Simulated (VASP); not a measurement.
# BaP (P6/mmm) in VASP: notebook

Runs on BaP. Level: PBE. Tasks: single point.

All numbers are computed with VASP 6.6.1; they aren't measurements. Logs are shortened: lines on timing, memory, paths and dates and some standing lists are left out, and cuts for length are marked.

## 1. The cell of the first run

The structure is hexagonal, space group P6/mmm (No. 191). The conventional cell has a = 7.695 Å, b = 7.695 Å, c = 5.519 Å, α = 90.00°, β = 90.00°, γ = 120.00°. Within 3.6 Å of Ba (site symmetry 6/mmm) lie 2 P at 2.76 Å. P (site symmetry 6/mmm) has 2 Ba at 2.76 Å within 3.6 Å.

The cell was generated, and may not be a known phase.

## 2. Single point, PBE

INCAR

```
SYSTEM = BaP
PREC = Accurate ; ENCUT = 520
EDIFF = 1E-6 ; ISMEAR = 0
SIGMA = 0.1 ; LREAL = .FALSE.
LASPH = .TRUE. ; NELM = 100
ALGO = Fast ; ISIF = 2
LWAVE = .FALSE. ; LCHARG = .FALSE.
GGA = PE ; NBANDS = 14
```

KPOINTS

```
regular mesh
0
G
  12 12 10
  0 0 0
```

POSCAR

```
BaP
1.0
    7.6954698761      0.0000000000      0.0000000000
   -3.8477349381      6.6644724068      0.0000000000
    0.0000000000      0.0000000000      5.5191298133
Ba P
1 1
Direct
    0.0000000000      0.0000000000      0.0000000000
    0.0000000000      0.0000000000      0.5000000000
```

Potentials or basis: VASP PAW PBE potentials, release 64 (Ba_sv, P).

Command:

```sh
$ cat potpaw_PBE.64/Ba_sv/POTCAR potpaw_PBE.64/P/POTCAR > POTCAR
$ mpirun -np 1 vasp_std > vasp.out
```

OUTCAR:

```text
SYSTEM = BaP
   PREC = Accurate
   ENCUT = 520
   EDIFF = 1E-6
   ISMEAR = 0
   LREAL = .FALSE.
   LASPH = .TRUE.
   NELM = 100
   ISIF = 2
   GGA = PE

 ion  position               nearest neighbor table
   1  0.000  0.000  0.000-   2 2.76   2 2.76
   2  0.000  0.000  0.500-   1 2.76   1 2.76

  LATTYP: Found a hexagonal cell.
 ALAT       =     7.6954698761
 C/A-ratio  =     0.7171920496

  Lattice vectors:

 A1 = (   7.6954698761,   0.0000000000,   0.0000000000)
 A2 = (  -3.8477349381,   6.6644724068,   0.0000000000)
 A3 = (   0.0000000000,   0.0000000000,   5.5191298133)

Analysis of symmetry for initial positions (statically):
=====================================================================
 Subroutine PRICEL returns:
 Original cell was already a primitive cell.

 Routine SETGRP: Setting up the symmetry group for a
 hexagonal supercell.

 Subroutine GETGRP returns: Found 24 space group operations
 (whereof 24 operations were pure point group operations)
 out of a pool of 24 trial point group operations.

The static configuration has the point symmetry D_6h.

Analysis of symmetry for dynamics (positions and initial velocities):
=====================================================================
 Subroutine PRICEL returns:
 Original cell was already a primitive cell.

 Routine SETGRP: Setting up the symmetry group for a
 hexagonal supercell.

 Subroutine GETGRP returns: Found 24 space group operations
 (whereof 24 operations were pure point group operations)
 out of a pool of 24 trial point group operations.

The dynamic configuration has the point symmetry D_6h.

 Subroutine INISYM returns: Found 24 space group operations
 (whereof 24 operations are pure point group operations),
 and found     1 'primitive' translations

----------------------------------------------------------------------------------------

                                     Primitive cell

  volume of cell :     283.0555

  direct lattice vectors                    reciprocal lattice vectors
     7.695469876  0.000000000  0.000000000     0.129946581  0.075024694  0.000000000
    -3.847734938  6.664472407  0.000000000     0.000000000  0.150049387  0.000000000
     0.000000000  0.000000000  5.519129813     0.000000000  0.000000000  0.181187983

[... 90 lines left out ...]
   ISYM   =      2    0-nonsym 1-usesym 2-fastsym
   POTIM  = 0.5000    time-step for ionic-motion
   TEBEG  =    0.0;   TEEND  =   0.0 temperature during run
   PSTRESS=    0.0 pullay stress
   NELECT =      15.0000    total number of electrons
   NUPDOWN=      -1.0000    fix difference up-down
   EMIN   =  10.00;   EMAX   =-10.00  energy-range for DOS
   EFERMI =   0.00;   METHOD = LEGACY
   ISMEAR =     0;   SIGMA  =   0.10  broadening in eV -4-tet -1-fermi 0-gaus
   EFERMI_NEDOS =   21; number of points for ismear=-14 and -15
   IALGO  =     68    algorithm
   IMIX   =      4    mixing-type and parameters
     AMIX     =   0.40;   BMIX     =  1.00
     AMIX_MAG =   1.60;   BMIX_MAG =  1.00
  volume/ion in A,a.u.               =     141.53       955.08
  Fermi-wavevector in a.u.,A,eV,Ry     =   0.614915  1.162020  5.144633  0.378120
  Thomas-Fermi vector in A             =   1.672096
   LORBIT       =      0    0 simple, 1 ext, 2 COOP (PROOUT), +10 PAW based schemes
   GGA     = PE    functional components
   LHFCALC =     F    Hartree Fock is set to
   AEXX    =    0.0000 exact exchange contribution
   IVDW    =     0    specifies the selected vdW correction
   LEPSILON=     F    determine dielectric tensor
   LRPA    =     F    only Hartree local field effects (RPA)
 non-spin polarized calculation
 RMM-DIIS sequential band-by-band and
 Gauss-broadening in eV      SIGMA  =   0.10
  energy-cutoff  :      520.00
  volume of cell :      283.06
 maximum number of plane-waves:      7671
 NGX is ok and might be reduce to    60
   NGX = 29   NGY = 29   NGZ = 21

 number of electron      15.0000000 magnetization

 Free energy of the ion-electron system (eV)
  ---------------------------------------------------
  ext. energy  EPLUGINS =         0.00000000
  ---------------------------------------------------
  free energy    TOTEN  =        -6.07809278 eV

  energy without entropy =       -6.05438351  energy(sigma->0) =       -6.06623814

 E-fermi :  -1.9795     XC(G=0):  -3.5142

 val. band max:       -1.9800171974   @ k =   0.0833  -0.0000   0.0000
 cond. band min:      -1.9765834631   @ k =   0.1667  -0.0000   0.0000
 fundamental gap:      0.0034337343
 Fermi energy:        -1.9794588300

 k-point     1 :       0.0000    0.0000    0.0000
  band No.  band energies     occupation
      1     -30.3056      2.00000
      2     -15.6300      2.00000
      3     -15.6069      2.00000
      4     -15.6069      2.00000
      5     -10.3457      2.00000
      6      -1.9706      0.90010
      7      -1.9706      0.90010
      8      -0.8873      0.00000
      9      -0.7094      0.00000
     10       0.5286      0.00000
     11       0.5286      0.00000
     12       0.6707      0.00000
     13       0.6707      0.00000
     14       2.9948      0.00000
[... 377 lines left out ...]
      1     -30.3053      2.00000
      2     -15.6596      2.00000
      3     -15.6065      2.00000
      4     -15.6064      2.00000
      5     -10.2371      2.00000
      6      -2.1476      1.98258
      7      -2.0845      1.86275
      8      -1.0991      0.00000
      9      -0.4362      0.00000
     10       0.4719      0.00000
     11       0.7435      0.00000
     12       0.7980      0.00000
     13       0.8569      0.00000
     14       1.5837      0.00000

 [... further k-points ...]

------------------------ aborting loop because EDIFF is reached ----------------------------------------

  FORCE on cell =-STRESS in cart. coord.  units (eV):
  Direction    XX          YY          ZZ          XY          YZ          ZX
  --------------------------------------------------------------------------------------
  -------------------------------------------------------------------------------------
  Total        0.0632961      0.0632961      0.7241279     -0.0000000     -0.0000000      0.0000000
  in kB        0.3582746      0.3582746      4.0987773     -0.0000000     -0.0000000      0.0000000
  external PRESSURE =       1.6051088 kB  Pullay stress =       0.0000000 kB

 VOLUME and BASIS-vectors are now :
 -----------------------------------------------------------------------------
  energy-cutoff  :      520.00
  volume of cell :      283.06
      direct lattice vectors                 reciprocal lattice vectors
     7.695469876  0.000000000  0.000000000     0.129946581  0.075024694  0.000000000
    -3.847734938  6.664472407  0.000000000     0.000000000  0.150049387  0.000000000
     0.000000000  0.000000000  5.519129813     0.000000000  0.000000000  0.181187983

 POSITION                                       TOTAL-FORCE (eV/Angst)
 -----------------------------------------------------------------------------------
      0.00000      0.00000      0.00000         0.000000      0.000000      0.000000
      0.00000      0.00000      2.75956        -0.000000      0.000000      0.000000
 -----------------------------------------------------------------------------------
    total drift:                               -0.000000     -0.000000     -0.000000

  FREE ENERGIE OF THE ION-ELECTRON SYSTEM (eV)
  ---------------------------------------------------
  free  energy   TOTEN  =        -6.0780927802 eV

  energy  without entropy=       -6.0543835064  energy(sigma->0) =       -6.06623814
```

Wall time 15 min (1 thread of Oxide Virtual Turin-like, shared host); peak memory 0.69 GiB.

What came out:

```
Free energy            : -6.0781 eV
Pressure               : 0.2 GPa
Band gap on the k mesh : zero (an odd number of electrons rules out a gap without spin polarisation)
```

Levels at points of the mesh, in eV from the Fermi level:
| k point | band 4 | band 5 | band 6 | band 7 | band 8 | band 9 | band 10 | band 11 |
| --- | --- | --- | --- | --- | --- | --- | --- | --- |
| (0.00, 0.00, 0.00) | -13.63 | -8.37 | 0.01 | 0.01 | 1.09 | 1.27 | 2.51 | 2.51 |
| (0.50, 0.00, 0.00) | -13.63 | -8.37 | -0.10 | -0.01 | 1.28 | 1.68 | 2.53 | 2.60 |
| (0.00, 0.00, 0.50) | -13.62 | -7.03 | -1.85 | -0.72 | -0.72 | 1.67 | 2.78 | 2.78 |
| (0.50, 0.00, 0.50) | -13.62 | -7.03 | -1.85 | -0.77 | -0.73 | 2.15 | 2.81 | 2.98 |

Caveat: spin-orbit coupling is left out, which moves the levels of the heavy elements; an odd number of electrons without spin polarisation forces a metal; a magnetic or distorted state may lie lower.

## 3. Single point, PBE

INCAR

```
PREC = Accurate
ENCUT = 520
EDIFF = 1E-6
ISMEAR = 0
SIGMA = 0.1
LREAL = False
LASPH = True
NELM = 80
ALGO = Fast
ISIF = 2
LWAVE = False
LCHARG = False
GGA = PE
NBANDS = 14
```

KPOINTS

```
regular mesh
0
Gamma
  12 12 10
```

POSCAR is that of step 2.

Potentials or basis: VASP PAW PBE potentials, release 64 (Ba_sv, P).

Command:

```sh
$ cat potpaw_PBE.64/Ba_sv/POTCAR potpaw_PBE.64/P/POTCAR > POTCAR
$ mpirun -np 1 vasp_std > vasp.out
```

Run time: 14 min. Hardware: 1 thread of Oxide Virtual Turin-like, shared host; peak memory 0.69 GiB.

The run converged. Its results:

* Free energy: -6.0781 eV
* Pressure: 0.2 GPa
* Band gap on the k mesh: zero (an odd number of electrons rules out a gap without spin polarisation)

Stress tensor (GPa, compression positive):
```
0.04 0.00 0.00
0.00 0.04 0.00
0.00 0.00 0.41
```

Levels at points of the mesh, in eV from the Fermi level:
| k point | band 4 | band 5 | band 6 | band 7 | band 8 | band 9 | band 10 | band 11 |
| --- | --- | --- | --- | --- | --- | --- | --- | --- |
| (0.00, 0.00, 0.00) | -13.63 | -8.37 | 0.01 | 0.01 | 1.09 | 1.27 | 2.51 | 2.51 |
| (0.50, 0.00, 0.00) | -13.63 | -8.37 | -0.10 | -0.01 | 1.28 | 1.68 | 2.53 | 2.60 |
| (0.00, 0.00, 0.50) | -13.62 | -7.03 | -1.85 | -0.72 | -0.72 | 1.67 | 2.78 | 2.78 |
| (0.50, 0.00, 0.50) | -13.62 | -7.03 | -1.85 | -0.77 | -0.73 | 2.15 | 2.81 | 2.98 |

Caveat: spin-orbit coupling is left out, which moves the levels of the heavy elements; an odd number of electrons without spin polarisation forces a metal; a magnetic or distorted state may lie lower.
